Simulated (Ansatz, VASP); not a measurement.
**Al3BSb2 in VASP and in Ansatz**

```xyz
6
Lattice="7.2945 0.0000 0.0000 -3.6472 6.3172 0.0000 0.0000 0.0000 3.3998" Properties=species:S:1:pos:R:3 pbc="T T T"
Al    2.0538    0.0000    0.0000
Al   -1.0269    1.7786    0.0000
Al    2.6204    4.5386    0.0000
B     0.0000    0.0000    0.0000
Sb    0.0000    4.2115    0.0000
Sb    3.6472    2.1057    0.0000
```

Alike in both runs: functional PBE; k mesh 3 × 3 × 4; occupations gaussian, width 0.2 eV; no spin polarisation.

Ansatz relaxed the structure, and its values are those at the end. VASP's run is a single point on that final structure, the one shown.

|  | VASP | Ansatz |
| --- | --- | --- |
| version | VASP 6.6.1 | Ansatz 0.2.0 |
| potentials or method | VASP PAW PBE potentials, release 64 (Al, B, Sb), cutoff 500 eV | scalar-relativistic, plane waves, PAW |
| valence electrons in the cell | 22 | 42 |

VASP gave:

- gap on the k mesh at the Fermi level (eV): none
- pressure (GPa): 0.5
- rms of the force components (eV/Å): 0.004

**Question.** Estimate Ansatz's values.

**Answer.** gap on the k mesh at the Fermi level (eV): none; pressure (GPa): 0.4; rms of the force components (eV/Å): 0.012.

A gap of «none» marks a metal or a gap that the smearing closes. VASP's potentials hold 22 valence electrons a cell and Ansatz's 42, so a difference there can come from the potentials and not from the codes.

The k mesh is coarse, so the values compare programs but aren't converged. Neither program's run includes spin-orbit coupling.
